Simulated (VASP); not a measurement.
A run of VASP 6.6.1 is set up as follows.

The input INCAR:

```
PREC     = Accurate       # precision mode
ENCUT    = 600            # plane-wave cutoff, eV
EDIFF    = 1E-7           # SCF threshold, eV
ISMEAR   = -1             # smearing method
SIGMA    = 0.05           # smearing width, eV
LREAL    = False          # projectors in reciprocal space
LASPH    = True           # aspherical terms in the spheres
NELM     = 150            # most SCF steps
ALGO     = Normal         # electronic algorithm
ISIF     = 3              # what is computed and relaxed
LWAVE    = False          # write WAVECAR
LCHARG   = False          # write CHGCAR
ISPIN    = 2              # spin polarisation
MAGMOM   = 1              # initial moments
LORBIT   = 11             # projections on sites
LMAXMIX  = 4              # l up to which the mixer works
IBRION   = 2              # ionic algorithm
NSW      = 60             # ionic steps
EDIFFG   = -0.005         # ionic threshold
PSTRESS  = 3900.0
```

Contents of KPOINTS:

```
regular mesh
0
Gamma
  22 22 20
```

Contents of POSCAR:

```
Ni
1.0
    1.9732309192      0.0000000000      0.0000000000
   -0.9866154596      1.7088681036      0.0000000000
    0.0000000000      0.0000000000      1.8548370640
Ni
1
Direct
    0.0000000000      0.0000000000      0.0000000000
```

Potentials or basis: VASP PAW LDA potentials, release 64 (Ni).

The run is started by

```sh
$ cat potpaw_LDA.64/Ni/POTCAR > POTCAR
$ mpirun -np 1 vasp_std > vasp.out
```

Problem. Estimate the net moment.

Solution. 0.00 μB per cell.

Problem. Predict the space group after relaxing (to 0.1 Å).

Solution. P6/mmm (No. 191).

Problem. Predict the relaxed volume.

Solution. 6.38 Å³/atom.

Final structure:
```cif
data_structure
_symmetry_space_group_name_H-M 'P 1'
_symmetry_Int_Tables_number 1
_cell_length_a 1.9784
_cell_length_b 1.9784
_cell_length_c 1.8818
_cell_angle_alpha 90.000
_cell_angle_beta 90.000
_cell_angle_gamma 120.000
_cell_volume 6.38
loop_
_atom_site_label
_atom_site_type_symbol
_atom_site_fract_x
_atom_site_fract_y
_atom_site_fract_z
_atom_site_occupancy
Ni1 Ni 0.00000 0.00000 0.00000 1
```

Caveat: the cell is relaxed towards a set pressure, so the run minimises the enthalpy, not the energy; the moments typed at the start vanished in this run.
